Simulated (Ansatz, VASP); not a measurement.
**Two plane-wave programs on Co**

```
CELL_PARAMETERS angstrom
2.47200 0.00000 0.00000
-1.23600 2.14081 0.00000
0.00000 0.00000 4.02114
ATOMIC_POSITIONS crystal
Co 0.33333 0.66667 0.25000
Co 0.66667 0.33333 0.75000
```

Alike in both runs: task single point; functional RPBE; k mesh 3 × 3 × 2; occupations gaussian, width 0.1 eV; collinear spin.

|  | VASP | Ansatz |
| --- | --- | --- |
| version | VASP 6.6.1 | Ansatz 0.2.0 |
| potentials or method | VASP PAW PBE potentials, release 64 (Co), cutoff 600 eV | scalar-relativistic, plane waves, PAW |
| valence electrons in the cell | 18 | 34 |

Ansatz gave:

| Quantity | Value |
| --- | --- |
| gap on the k mesh at the Fermi level (eV) | none |
| pressure (GPa) | 12.4 |
| traceless stress, the component that is largest in VASP (GPa) | -10.64 |
| net moment per atom (μB) | 1.53 |
| size of the moment on the site where the two differ most (μB) | 1.62 |

Q: Estimate VASP's values.

A: gap on the k mesh at the Fermi level (eV): none; pressure (GPa): 11.8; traceless stress, the component that is largest in VASP (GPa): -13.29; net moment per atom (μB): 1.50; size of the moment on the site where the two differ most (μB): 1.53.

VASP's potentials were made for PBE, not for RPBE. Site moments also hang on the region over which each program counts them. A gap of «none» marks a metal or a gap that the smearing closes. The functional is the same, so the differences come from potentials, cutoffs and numerics. VASP's potentials hold 18 valence electrons a cell and Ansatz's 34, so a difference there can come from the potentials and not from the codes. Ansatz's warnings: force scf threshold loose, stability check not made, stress scf threshold loose.

The k mesh is coarse, so the values compare programs but aren't converged.
